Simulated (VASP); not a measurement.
BiTe3O2, 6 atoms in the cell. Symmetry: P-4m2, No. 115, tetragonal system. Conventional cell: a = 4.424 Å, b = 4.424 Å, c = 8.009 Å, α = 90.00°, β = 90.00°, γ = 90.00°. Within 4.0 Å of Bi (site symmetry -4m2) lie 4 O at 3.03 Å and 4 Te at 3.13 Å. Within 2.5 Å of Te (site symmetry 2mm) lie 1 O at 1.90 Å. Te (site symmetry -4m2) has 4 O at 3.03 Å and 4 Bi at 3.13 Å within 4.0 Å. Within 2.5 Å of O (site symmetry 2mm) lie 1 Te at 1.90 Å. The cell was built from a structure type or drawn by symmetry, and may not be a known phase.

- Program: VASP 6.6.1
- Task: relaxation of cell and atoms
- Functional: PBE
- Potentials or basis: VASP PAW PBE potentials, release 64 (Bi_d, Te, O)
- Cutoff: 600 eV
- k mesh: 8 × 8 × 6
- Occupations: gaussian, width 0.1 eV
- Spin: no spin polarisation
- Dipole correction: no
- Further INCAR settings: ALGO = Normal; EDIFF = 1e-07; IBRION = 2; EDIFFG = -0.01; NSW = 100; ISIF = 3

Potentials or basis: VASP PAW PBE potentials, release 64 (Bi_d, Te, O).

Run with:

```sh
$ cat potpaw_PBE.64/Bi_d/POTCAR potpaw_PBE.64/Te/POTCAR potpaw_PBE.64/O/POTCAR > POTCAR
$ mpirun -np 1 vasp_std > vasp.out
```

Hardware: 1 thread of Intel Xeon 8259CL (shared host).

Question: Estimate the wall time of this run.

Answer: It took 60 min on 1 thread of Intel Xeon 8259CL, with other jobs on the host, peak memory 0.51 GiB. Counts: scf iterations 116, k points 60, ion steps 13.
